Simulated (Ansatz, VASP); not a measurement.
# One calculation of BAs2, two programs

```
B As
1.0
     2.19693   -4.36835    0.00000
     2.19693    4.36835    0.00000
     0.00000    0.00000    5.98880
B As
2 4
Direct
  0.00000 0.00000 0.25000
  0.00000 0.00000 0.75000
  0.16073 0.36494 0.50000
  0.83927 0.63506 0.50000
  0.63506 0.83927 0.00000
  0.36494 0.16073 0.00000
```

Alike in both runs: task relaxation of cell and atoms; functional PBE; k mesh 10 × 10 × 6; occupations gaussian, width 0.1 eV; no spin polarisation.

|  | VASP | Ansatz |
| --- | --- | --- |
| version | VASP 6.6.1 | Ansatz 0.2.0 |
| potentials or method | VASP PAW PBE potentials, release 64 (B, As), cutoff 600 eV | scalar-relativistic, plane waves, PAW |
| valence electrons in the cell | 26 | 66 |

Ansatz gave:

| Property | Result |
| --- | --- |
| gap on the k mesh at the Fermi level, each at its own relaxed structure (eV) | none |
| relaxed volume (Å³/atom) | 19.08 |
| relaxed length of the cell vector where the two differ most in proportion (Å) | 4.859 |

**Question.** What did VASP give for the same quantities?

**Answer.** gap on the k mesh at the Fermi level, each at its own relaxed structure (eV): none; relaxed volume (Å³/atom): 19.13; relaxed length of the cell vector where the two differ most in proportion (Å): 4.868.

A gap of «none» marks a metal or a gap that the smearing closes. VASP's potentials hold 26 valence electrons a cell and Ansatz's 66, so a difference there can come from the potentials and not from the codes.
